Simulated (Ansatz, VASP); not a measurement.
**One calculation of TiAl, two programs**

```
CELL_PARAMETERS angstrom
3.12409 0.00000 0.00000
0.00000 3.21000 0.00000
0.00000 0.00000 3.12409
ATOMIC_POSITIONS crystal
Ti 0.00000 0.00000 0.00000
Al 0.50000 0.50000 0.50000
```

Change from the starting cell: normal strain along x +0.0000, normal strain along y +0.0275.

Alike in both runs: task single point; functional LDA; k mesh 14 × 14 × 14; occupations gaussian, width 0.15 eV; no spin polarisation.

|  | VASP | Ansatz |
| --- | --- | --- |
| version | VASP 6.6.1 | Ansatz 0.2.0 |
| potentials or method | VASP PAW LDA potentials, release 64 (Ti_sv, Al), cutoff 520 eV | scalar-relativistic, plane waves, PAW |
| valence electrons in the cell | 15 | 15 |

Ansatz gave:

```
gap on the k mesh at the Fermi level (eV)                     : none
pressure (GPa)                                                : -3.2
traceless stress, the component that is largest in VASP (GPa) : 1.45
```

Question: What did VASP give for the same quantities?

Answer: gap on the k mesh at the Fermi level (eV): none; pressure (GPa): -3.0; traceless stress, the component that is largest in VASP (GPa): 1.46.

Ansatz warns that its potentials were made for another functional, while VASP's fit it. LDA's correlation is that of Perdew and Zunger in VASP and of Perdew and Wang (1992) in Ansatz. A gap of «none» marks a metal or a gap that the smearing closes.
